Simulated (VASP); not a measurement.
# TiO2 (P4_2/mnm) in VASP: a series of runs

TiO2 is run at these levels: r2SCAN+U; tasks: single point.

All numbers are computed with VASP 6.6.1; they aren't measurements. Logs are shortened: lines on timing, memory, paths and dates and some standing lists are left out, and cuts for length are marked.

### Step 1. The cell of the first run

The structure is tetragonal, space group P4_2/mnm (No. 136). The conventional cell has a = 4.735 Å, b = 4.735 Å, c = 2.943 Å, α = 90.00°, β = 90.00°, γ = 90.00°. Ti (site symmetry mmm) has 6 O at 1.96 to 2.06 Å within 2.6 Å. O (site symmetry m2m) has 3 Ti at 1.96 to 2.06 Å and 1 O at 2.59 Å within 2.6 Å.

### Step 2. Single point, r2SCAN+U (biaxial strain in the a-b plane: +3.0 %, then relaxed in part)

Input file POSCAR:

```
TiO2
1.0
    4.7352553221      0.0000000000      0.0000000000
    0.0000000000      4.7352553221      0.0000000000
    0.0000000000      0.0000000000      2.9428784227
Ti O
2 4
Direct
    0.5000000000      0.5000000000      0.0000000000
    0.0000000000      0.0000000000      0.5000000000
    0.6930565993      0.6930565993      0.5000000000
    0.8069434007      0.1930565993      0.0000000000
    0.1930565993      0.8069434007      0.0000000000
    0.3069434007      0.3069434007      0.5000000000
```

Input file INCAR.step1:

```
ALGO     = Normal         # electronic algorithm
EDIFF    = 1E-4           # SCF threshold, eV
ENCUT    = 520            # plane-wave cutoff, eV
GGA      = PE             # functional
ISMEAR   = 0              # smearing method
LASPH    = T              # aspherical terms in the spheres
LCHARG   = F              # write CHGCAR
LDAU     = T              # DFT+U
LDAUJ    = 0 0          
LDAUL    = 2 -1           # shell
LDAUTYPE = 2            
LDAUU    = 4 0            # U, eV
LMAXMIX  = 4              # l up to which the mixer works
LREAL    = F              # projectors in reciprocal space
LWAVE    = T              # write WAVECAR
NBANDS   = 33             # bands
NELM     = 150            # most SCF steps
PREC     = Accurate       # precision mode
SIGMA    = 0.02           # smearing width, eV
```

Input file INCAR.step2:

```
ALGO     = Normal         # electronic algorithm
EDIFF    = 1E-6           # SCF threshold, eV
ENCUT    = 520            # plane-wave cutoff, eV
ISIF     = 2              # what is computed and relaxed
ISMEAR   = 0              # smearing method
ISTART   = 1            
LASPH    = T              # aspherical terms in the spheres
LCHARG   = F              # write CHGCAR
LDAU     = T              # DFT+U
LDAUJ    = 0 0          
LDAUL    = 2 -1           # shell
LDAUPRINT= 1            
LDAUTYPE = 2            
LDAUU    = 4 0            # U, eV
LMAXMIX  = 4              # l up to which the mixer works
LMIXTAU  = T            
LREAL    = F              # projectors in reciprocal space
LWAVE    = F              # write WAVECAR
METAGGA  = R2SCAN         # meta-GGA
NBANDS   = 33             # bands
NELM     = 150            # most SCF steps
PREC     = Accurate       # precision mode
SIGMA    = 0.02           # smearing width, eV
```

Input file KPOINTS:

```
k-points
0
Gamma
  6 6 8
```

Potentials or basis: VASP PAW PBE potentials, release 64 (Ti_sv, O).

Run with:

```console
cat potpaw_PBE.64/Ti_sv/POTCAR potpaw_PBE.64/O/POTCAR > POTCAR
cp INCAR.step1 INCAR
mpirun -np 1 vasp_std > vasp.out
cp INCAR.step2 INCAR
mpirun -np 1 vasp_std > vasp.out
```

OUTCAR:

```text
EDIFF = 1E-6
   ENCUT = 520
   ISIF = 2
   ISMEAR = 0
   ISTART = 1
   LASPH = T
   LREAL = F
   METAGGA = R2SCAN
   NELM = 150
   PREC = Accurate

 ion  position               nearest neighbor table
   1  0.500  0.500  0.000-   3 1.96   6 1.96   3 1.96   6 1.96   5 2.06   4 2.06
   2  0.000  0.000  0.500-   4 1.96   5 1.96   4 1.96   5 1.96   3 2.06   6 2.06
   3  0.693  0.693  0.500-   1 1.96   1 1.96   2 2.06
   4  0.807  0.193  0.000-   2 1.96   2 1.96   1 2.06
   5  0.193  0.807  0.000-   2 1.96   2 1.96   1 2.06
   6  0.307  0.307  0.500-   1 1.96   1 1.96   2 2.06

  LATTYP: Found a simple tetragonal cell.
 ALAT       =     4.7352553221
 C/A-ratio  =     0.6214825226

  Lattice vectors:

 A1 = (   4.7352553221,   0.0000000000,   0.0000000000)
 A2 = (   0.0000000000,   4.7352553221,   0.0000000000)
 A3 = (   0.0000000000,   0.0000000000,   2.9428784227)

Analysis of symmetry for initial positions (statically):
=====================================================================
 Subroutine PRICEL returns:
 Original cell was already a primitive cell.

 Routine SETGRP: Setting up the symmetry group for a
 simple tetragonal supercell.

 Subroutine GETGRP returns: Found 16 space group operations
 (whereof  8 operations were pure point group operations)
 out of a pool of 16 trial point group operations.

The static configuration has the point symmetry D_2h.
 The point group associated with its full space group is D_4h.

Analysis of symmetry for dynamics (positions and initial velocities):
=====================================================================
 Subroutine PRICEL returns:
 Original cell was already a primitive cell.

 Routine SETGRP: Setting up the symmetry group for a
 simple tetragonal supercell.

 Subroutine GETGRP returns: Found 16 space group operations
 (whereof  8 operations were pure point group operations)
 out of a pool of 16 trial point group operations.

The dynamic configuration has the point symmetry D_2h.
 The point group associated with its full space group is D_4h.

 Subroutine INISYM returns: Found 16 space group operations
 (whereof  8 operations are pure point group operations),
 and found     1 'primitive' translations

----------------------------------------------------------------------------------------

                                     Primitive cell

  volume of cell :      65.9871

  direct lattice vectors                    reciprocal lattice vectors
     4.735255322  0.000000000  0.000000000     0.211181854  0.000000000  0.000000000
     0.000000000  4.735255322  0.000000000     0.000000000  0.211181854  0.000000000
     0.000000000  0.000000000  2.942878423     0.000000000  0.000000000  0.339803368

  length of vectors
     4.735255322  4.735255322  2.942878423     0.211181854  0.211181854  0.339803368

  position of ions in fractional coordinates (direct lattice)
     0.500000000  0.500000000  0.000000000
     0.000000000  0.000000000  0.500000000
     0.693056599  0.693056599  0.500000000
     0.806943401  0.193056599  0.000000000
     0.193056599  0.806943401  0.000000000
     0.306943401  0.306943401  0.500000000

  ion indices of the primitive-cell ions
   primitive index   ion index
                 1           1
                 2           2
                 3           3
                 4           4
[... 107 lines left out ...]
   LEPSILON=     F    determine dielectric tensor
   LRPA    =     F    only Hartree local field effects (RPA)
 non-spin polarized calculation
 Gauss-broadening in eV      SIGMA  =   0.02
  energy-cutoff  :      520.00
  volume of cell :       65.99
 maximum number of plane-waves:      1803
 NGX is ok and might be reduce to    36
   NGX = 17   NGY = 17   NGZ = 11

atom =   1  type =  1  l = 2

 onsite density matrix

spin component  1

  0.1770  0.0000  0.0654  0.0000 -0.0000
  0.0000  0.1812  0.0000  0.0914  0.0000
  0.0654  0.0000  0.1201  0.0000  0.0000
  0.0000  0.0914  0.0000  0.1812  0.0000
 -0.0000  0.0000  0.0000  0.0000  0.0857

spin component  2

  0.1770  0.0000  0.0654  0.0000 -0.0000
  0.0000  0.1812  0.0000  0.0914  0.0000
  0.0654  0.0000  0.1201  0.0000  0.0000
  0.0000  0.0914  0.0000  0.1812  0.0000
 -0.0000  0.0000  0.0000  0.0000  0.0857

 occupancies and eigenvectors

  o =  0.0772  v = -0.5483 -0.0000  0.8363  0.0000 -0.0000  0.0000  0.0000  0.0000  0.0000  0.0000      0.0000  0.0000  0.0000  0.0000  0.0000  0.0000  0.0000  0.0000  0.0000  0.0000
  o =  0.0772  v =  0.0000  0.0000  0.0000  0.0000  0.0000 -0.5483 -0.0000  0.8363  0.0000 -0.0000      0.0000  0.0000  0.0000  0.0000  0.0000  0.0000  0.0000  0.0000  0.0000  0.0000
  o =  0.0857  v = -0.0000  0.0000  0.0000  0.0000  1.0000  0.0000  0.0000  0.0000  0.0000  0.0000      0.0000  0.0000  0.0000  0.0000  0.0000  0.0000  0.0000  0.0000  0.0000  0.0000
  o =  0.0857  v =  0.0000  0.0000  0.0000  0.0000  0.0000 -0.0000  0.0000  0.0000  0.0000  1.0000      0.0000  0.0000  0.0000  0.0000  0.0000  0.0000  0.0000  0.0000  0.0000  0.0000
  o =  0.0898  v =  0.0000  0.7071  0.0000 -0.7071 -0.0000  0.0000  0.0000  0.0000  0.0000  0.0000      0.0000  0.0000  0.0000  0.0000  0.0000  0.0000  0.0000  0.0000  0.0000  0.0000
  o =  0.0898  v =  0.0000  0.0000  0.0000  0.0000  0.0000  0.0000  0.7071  0.0000 -0.7071 -0.0000      0.0000  0.0000  0.0000  0.0000  0.0000  0.0000  0.0000  0.0000  0.0000  0.0000
  o =  0.2199  v = -0.8363 -0.0000 -0.5483  0.0000 -0.0000  0.0000  0.0000  0.0000  0.0000  0.0000      0.0000  0.0000  0.0000  0.0000  0.0000  0.0000  0.0000  0.0000  0.0000  0.0000
  o =  0.2199  v =  0.0000  0.0000  0.0000  0.0000  0.0000 -0.8363 -0.0000 -0.5483  0.0000 -0.0000      0.0000  0.0000  0.0000  0.0000  0.0000  0.0000  0.0000  0.0000  0.0000  0.0000
  o =  0.2726  v =  0.0000  0.0000  0.0000  0.0000  0.0000  0.0000 -0.7071  0.0000 -0.7071  0.0000      0.0000  0.0000  0.0000  0.0000  0.0000  0.0000  0.0000  0.0000  0.0000  0.0000
  o =  0.2726  v =  0.0000 -0.7071  0.0000 -0.7071  0.0000  0.0000  0.0000  0.0000  0.0000  0.0000      0.0000  0.0000  0.0000  0.0000  0.0000  0.0000  0.0000  0.0000  0.0000  0.0000

atom =   2  type =  1  l = 2

 onsite density matrix

spin component  1

  0.1770  0.0000 -0.0654  0.0000 -0.0000
  0.0000  0.1812  0.0000 -0.0914  0.0000
 -0.0654  0.0000  0.1201  0.0000  0.0000
  0.0000 -0.0914  0.0000  0.1812  0.0000
 -0.0000  0.0000  0.0000  0.0000  0.0857

spin component  2

  0.1770  0.0000 -0.0654  0.0000 -0.0000
  0.0000  0.1812  0.0000 -0.0914  0.0000
 -0.0654  0.0000  0.1201  0.0000  0.0000
  0.0000 -0.0914  0.0000  0.1812  0.0000
 -0.0000  0.0000  0.0000  0.0000  0.0857

 occupancies and eigenvectors

  o =  0.0772  v =  0.5483 -0.0000  0.8363 -0.0000 -0.0000  0.0000  0.0000  0.0000  0.0000  0.0000      0.0000  0.0000  0.0000  0.0000  0.0000  0.0000  0.0000  0.0000  0.0000  0.0000
  o =  0.0772  v =  0.0000  0.0000  0.0000  0.0000  0.0000  0.5483 -0.0000  0.8363 -0.0000 -0.0000      0.0000  0.0000  0.0000  0.0000  0.0000  0.0000  0.0000  0.0000  0.0000  0.0000
  o =  0.0857  v = -0.0000 -0.0000 -0.0000 -0.0000 -1.0000  0.0000  0.0000  0.0000  0.0000  0.0000      0.0000  0.0000  0.0000  0.0000  0.0000  0.0000  0.0000  0.0000  0.0000  0.0000
  o =  0.0857  v =  0.0000  0.0000  0.0000  0.0000  0.0000 -0.0000 -0.0000 -0.0000 -0.0000 -1.0000      0.0000  0.0000  0.0000  0.0000  0.0000  0.0000  0.0000  0.0000  0.0000  0.0000
  o =  0.0898  v = -0.0000  0.7071 -0.0000  0.7071 -0.0000  0.0000  0.0000  0.0000  0.0000  0.0000      0.0000  0.0000  0.0000  0.0000  0.0000  0.0000  0.0000  0.0000  0.0000  0.0000
  o =  0.0898  v =  0.0000  0.0000  0.0000  0.0000  0.0000 -0.0000  0.7071 -0.0000  0.7071 -0.0000      0.0000  0.0000  0.0000  0.0000  0.0000  0.0000  0.0000  0.0000  0.0000  0.0000
  o =  0.2199  v =  0.8363 -0.0000 -0.5483  0.0000 -0.0000  0.0000  0.0000  0.0000  0.0000  0.0000      0.0000  0.0000  0.0000  0.0000  0.0000  0.0000  0.0000  0.0000  0.0000  0.0000
  o =  0.2199  v =  0.0000  0.0000  0.0000  0.0000  0.0000  0.8363 -0.0000 -0.5483  0.0000 -0.0000      0.0000  0.0000  0.0000  0.0000  0.0000  0.0000  0.0000  0.0000  0.0000  0.0000
  o =  0.2726  v =  0.0000  0.0000  0.0000  0.0000  0.0000 -0.0000 -0.7071  0.0000  0.7071  0.0000      0.0000  0.0000  0.0000  0.0000  0.0000  0.0000  0.0000  0.0000  0.0000  0.0000
  o =  0.2726  v = -0.0000 -0.7071  0.0000  0.7071  0.0000  0.0000  0.0000  0.0000  0.0000  0.0000      0.0000  0.0000  0.0000  0.0000  0.0000  0.0000  0.0000  0.0000  0.0000  0.0000

 number of electron      47.9999987 magnetization

 Free energy of the ion-electron system (eV)
  ---------------------------------------------------
  ext. energy  EPLUGINS =         0.00000000
  ---------------------------------------------------
  free energy    TOTEN  =       -64.65067595 eV

  energy without entropy =      -64.65067595  energy(sigma->0) =      -64.65067595

 E-fermi :   4.3675     XC(G=0): -11.8308

 val. band max:        4.1191124477   @ k =   0.0000   0.0000   0.0000
 cond. band min:       6.8814187241   @ k =   0.5000   0.5000   0.0000
 fundamental gap:      2.7623062765
 Fermi energy:         4.3674550008

 k-point     1 :       0.0000    0.0000    0.0000
  band No.  band energies     occupation
      1     -56.0839      2.00000
      2     -56.0725      2.00000
      3     -31.2431      2.00000
      4     -31.2431      2.00000
      5     -31.1200      2.00000
      6     -31.1200      2.00000
[... 853 lines left out ...]
     32       9.3156      0.00000
     33      10.8188      0.00000

 [... further k-points ...]

------------------------ aborting loop because EDIFF is reached ----------------------------------------

  FORCE on cell =-STRESS in cart. coord.  units (eV):
  Direction    XX          YY          ZZ          XY          YZ          ZX
  --------------------------------------------------------------------------------------
  -------------------------------------------------------------------------------------
  Total       -2.6461340     -2.6461340      2.2289040      0.0000000      0.0000000      0.0000000
  in kB      -64.2485444    -64.2485444     54.1181348      0.0000000      0.0000000      0.0000000
  external PRESSURE =     -24.7929846 kB  Pullay stress =       0.0000000 kB

 VOLUME and BASIS-vectors are now :
 -----------------------------------------------------------------------------
  energy-cutoff  :      520.00
  volume of cell :       65.99
      direct lattice vectors                 reciprocal lattice vectors
     4.735255322  0.000000000  0.000000000     0.211181854  0.000000000  0.000000000
     0.000000000  4.735255322  0.000000000     0.000000000  0.211181854  0.000000000
     0.000000000  0.000000000  2.942878423     0.000000000  0.000000000  0.339803368

 POSITION                                       TOTAL-FORCE (eV/Angst)
 -----------------------------------------------------------------------------------
      2.36763      2.36763      0.00000         0.000000      0.000000      0.000000
      0.00000      0.00000      1.47144         0.000000      0.000000      0.000000
      3.28180      3.28180      1.47144         0.161428      0.161428     -0.000000
      3.82108      0.91417      0.00000        -0.161428      0.161428      0.000000
      0.91417      3.82108      0.00000         0.161428     -0.161428      0.000000
      1.45346      1.45346      1.47144        -0.161428     -0.161428      0.000000
 -----------------------------------------------------------------------------------
    total drift:                                0.000000      0.000000      0.000000

  FREE ENERGIE OF THE ION-ELECTRON SYSTEM (eV)
  ---------------------------------------------------
  free  energy   TOTEN  =       -64.6506759455 eV

  energy  without entropy=      -64.6506759455  energy(sigma->0) =      -64.65067595
```

Run time: 7.5 min. Hardware: 1 thread of Oxide Virtual Turin-like, shared host; peak memory 0.19 GiB.

Results:

- Free energy: -64.6507 eV
- Pressure: -2.5 GPa
- Largest force: 0.228 eV/Å
- Band gap on the k mesh: 2.76 eV (least direct gap 2.78 eV)

Forces in eV/Å, atoms in the order of the input:
```
Ti   0.000  0.000  0.000
Ti   0.000  0.000  0.000
O    0.161  0.161  0.000
O   -0.161  0.161  0.000
O    0.161 -0.161  0.000
O   -0.161 -0.161  0.000
```

Eigenvalues of the final occupation matrices:
```
    site  spin  trace               eigenvalues
site 1 d     1   0.75  0.08 0.09 0.09 0.22 0.27
site 1 d     2   0.75  0.08 0.09 0.09 0.22 0.27
site 2 d     1   0.75  0.08 0.09 0.09 0.22 0.27
site 2 d     2   0.75  0.08 0.09 0.09 0.22 0.27
```

Caveat: the cell differs from its parent crystal (biaxial strain in the a-b plane: +3.0 %, then relaxed in part); the stress differs along the axes, from -6 to 5 GPa; the PAW data sets were made with another functional, which shifts forces and pressure a little. A k mesh can miss the band edges.

### Step 3. Single point, r2SCAN+U (biaxial strain in the a-b plane: +4.5 %)

Edit POSCAR of step 2 so:

```diff
@@ -2,5 +2,5 @@
 1.0
-    4.7352553221      0.0000000000      0.0000000000
-    0.0000000000      4.7352553221      0.0000000000
-    0.0000000000      0.0000000000      2.9428784227
+    4.8042153511      0.0000000000      0.0000000000
+    0.0000000000      4.8042153511      0.0000000000
+    0.0000000000      0.0000000000      2.9123597889
 Ti O
```

Input file INCAR.step1:

```
PREC     = Accurate       # precision mode
ENCUT    = 520            # plane-wave cutoff, eV
ISMEAR   = 0              # smearing method
SIGMA    = 0.02           # smearing width, eV
LREAL    = False          # projectors in reciprocal space
LASPH    = True           # aspherical terms in the spheres
NELM     = 150            # most SCF steps
LMAXMIX  = 4              # l up to which the mixer works
LDAU     = True           # DFT+U
LDAUTYPE = 2            
LDAUL    = 2 -1           # shell
LDAUU    = 4 0            # U, eV
LDAUJ    = 0 0          
NBANDS   = 33             # bands
GGA      = PE             # functional
ALGO     = Normal         # electronic algorithm
EDIFF    = 1E-4           # SCF threshold, eV
LWAVE    = True           # write WAVECAR
LCHARG   = False          # write CHGCAR
```

Input file INCAR.step2:

```
PREC     = Accurate       # precision mode
ENCUT    = 520            # plane-wave cutoff, eV
EDIFF    = 1E-6           # SCF threshold, eV
ISMEAR   = 0              # smearing method
SIGMA    = 0.02           # smearing width, eV
LREAL    = False          # projectors in reciprocal space
LASPH    = True           # aspherical terms in the spheres
NELM     = 150            # most SCF steps
ALGO     = Normal         # electronic algorithm
ISIF     = 2              # what is computed and relaxed
LWAVE    = False          # write WAVECAR
LCHARG   = False          # write CHGCAR
LMAXMIX  = 4              # l up to which the mixer works
LDAU     = True           # DFT+U
LDAUTYPE = 2            
LDAUL    = 2 -1           # shell
LDAUU    = 4 0            # U, eV
LDAUJ    = 0 0          
LDAUPRINT= 1            
METAGGA  = R2SCAN         # meta-GGA
LMIXTAU  = True         
NBANDS   = 33             # bands
ISTART   = 1
```

Input file KPOINTS:

```
Automatic mesh
0
Gamma
  6 6 8
```

Potentials or basis: VASP PAW PBE potentials, release 64 (Ti_sv, O).

Run with:

```console
cat potpaw_PBE.64/Ti_sv/POTCAR potpaw_PBE.64/O/POTCAR > POTCAR
cp INCAR.step1 INCAR
mpirun -np 1 vasp_std > vasp.out
cp INCAR.step2 INCAR
mpirun -np 1 vasp_std > vasp.out
```

It took 8.5 min on 1 thread of Oxide Virtual Turin-like, shared host; peak memory 0.2 GiB.

The run converged. Its results:

- Free energy: -64.5219 eV
- Pressure: -5.1 GPa
- Largest force: 0.093 eV/Å
- Band gap on the k mesh: 2.74 eV (least direct gap 2.77 eV)

Forces on the atoms (eV/Å):
```
Ti   0.000  0.000  0.000
Ti   0.000  0.000  0.000
O    0.066  0.066  0.000
O   -0.066  0.066  0.000
O    0.066 -0.066  0.000
O   -0.066 -0.066  0.000
```

Stress tensor (GPa, compression positive):
```
-11.00   0.00   0.00
  0.00 -11.00   0.00
  0.00   0.00   6.56
```

Levels at points of the mesh, in eV from the valence-band top:
| k point | band 20 | band 21 | band 22 | band 23 | band 24 | band 25 | band 26 | band 27 | band 28 | band 29 |
| --- | --- | --- | --- | --- | --- | --- | --- | --- | --- | --- |
| (0.00, 0.00, 0.00) | -1.61 | -0.56 | -0.44 | -0.44 | 0.00 | 2.77 | 2.93 | 3.56 | 3.56 | 3.60 |
| (0.50, 0.00, 0.00) | -2.85 | -1.23 | -1.23 | -0.66 | -0.66 | 3.36 | 3.36 | 3.92 | 3.92 | 4.50 |
| (0.50, 0.50, 0.00) | -1.89 | -1.06 | -1.06 | -1.05 | -1.05 | 2.74 | 2.74 | 3.57 | 3.57 | 4.70 |
| (0.00, 0.00, 0.50) | -2.93 | -1.79 | -1.79 | -1.41 | -1.41 | 3.71 | 3.71 | 4.31 | 4.31 | 4.40 |
| (0.50, 0.00, 0.50) | -2.35 | -1.82 | -1.82 | -0.90 | -0.90 | 2.91 | 2.91 | 4.37 | 4.37 | 4.55 |
| (0.50, 0.50, 0.50) | -2.91 | -0.97 | -0.97 | -0.74 | -0.74 | 3.46 | 3.46 | 3.98 | 3.98 | 4.48 |

Eigenvalues of the final occupation matrices:
| site | spin | trace | eigenvalues |
| --- | --- | --- | --- |
| site 1 d | 1 | 0.74 | 0.08 0.09 0.09 0.21 0.27 |
| site 1 d | 2 | 0.74 | 0.08 0.09 0.09 0.21 0.27 |
| site 2 d | 1 | 0.74 | 0.08 0.09 0.09 0.21 0.27 |
| site 2 d | 2 | 0.74 | 0.08 0.09 0.09 0.21 0.27 |

Caveat: the cell differs from its parent crystal (biaxial strain in the a-b plane: +4.5 %); the stress differs along the axes, from -11 to 7 GPa; the PAW data sets were made with another functional, which shifts forces and pressure a little. A k mesh can miss the band edges.
